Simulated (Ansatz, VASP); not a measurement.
One calculation of Ru, two programs

Contents of POSCAR:

```
Ru
1.0
    4.2950078560      0.0000000000      0.0000000000
   -2.1475039280      3.7195859127      0.0000000000
    0.0000000000      0.0000000000      2.6989231952
Ru
3
Direct
    0.0000000000      0.0000000000      0.0000000000
    0.3333333333      0.6666666667      0.5000000000
    0.6666666667      0.3333333333      0.5000000000
```

INCAR.step1

```
SYSTEM = Ru
ALGO = Normal
EDIFF = 1E-4
ENCUT = 520
GGA = PE
ISMEAR = -1
ISPIN = 2
LASPH = .True.
LCHARG = .False.
LMAXMIX = 4
LREAL = .False.
LWAVE = .True.
MAGMOM = 1 1 1
NBANDS = 32
NELM = 150
PREC = Accurate
SIGMA = 0.05
```

The input INCAR.step2:

```
SYSTEM = Ru
ALGO = Normal
EDIFF = 1E-6
ENCUT = 520
ISIF = 2
ISMEAR = -1
ISPIN = 2
ISTART = 1
LASPH = .True.
LCHARG = .True.
LELF = .True.
LMAXMIX = 4
LMIXTAU = .True.
LORBIT = 11
LREAL = .False.
LVHAR = .True.
LWAVE = .False.
MAGMOM = 1 1 1
METAGGA = R2SCAN
NBANDS = 32
NELM = 150
PREC = Accurate
SIGMA = 0.05
```

The input KPOINTS:

```
k-points
0
Gamma
  10 10 13
  0 0 0
```

Input for Ansatz:

```yaml
crystal:
  lattice:
    - [4.295007856, 0.0, 0.0]
    - [-2.147503928, 3.7195859127, 0.0]
    - [0.0, 0.0, 2.6989231952]
  atoms:
    - { symbol: Ru, position: [0.0, 0.0, 0.0], spin: 1.0 }
    - { symbol: Ru, position: [0.3333333333, 0.6666666667, 0.5], spin: 1.0 }
    - { symbol: Ru, position: [0.6666666667, 0.3333333333, 0.5], spin: 1.0 }
hamiltonian:
  xc: r2scan
  pseudopotentials:
    kind: paw
    azcp:
      Ru: "pseudopotentials/Ru.paw.azcp"
basis:
  ecutwfc: 500
  fft_grid_basis: typed
kpoints:
  mp_grid: { grid: [10, 10, 13], shift: [0, 0, 0] }
magnetization:
  spin_polarized: true
scf:
  occupations: { method: fermi_dirac, width: 0.05 }
  lower_state_search: "off"
output:
  stress: true
```

Alike in both runs: task single point; functional r2SCAN; k mesh 10 × 10 × 13; occupations fermi-dirac, width 0.05 eV; collinear spin.

|  | VASP | Ansatz |
| --- | --- | --- |
| version | VASP 6.6.1 | Ansatz 0.2.0 |
| potentials or method | VASP PAW PBE potentials, release 64 (Ru_pv), cutoff 520 eV | plane waves (500 eV) with PAW, scalar-relativistic |
| valence electrons in the cell | 42 | 48 |

Ansatz gave:

| Quantity | Value |
| --- | --- |
| pressure (GPa) | -11.4 |
| traceless stress, the component that is largest in VASP (GPa) | 1.46 |
| net moment per atom (μB) | 0.00 |

Problem. Estimate VASP's values.

Solution. Pressure (GPa): -10.2; traceless stress, the component that is largest in VASP (GPa): 1.27; net moment per atom (μB): 0.00.

VASP's potentials were made for PBE, not for r2SCAN. The functional is the same, so the differences come from potentials, cutoffs and numerics. VASP's potentials hold 42 valence electrons a cell and Ansatz's 48, so a difference there can come from the potentials and not from the codes. Ansatz's warnings: seeded moment not kept, stability check not made.
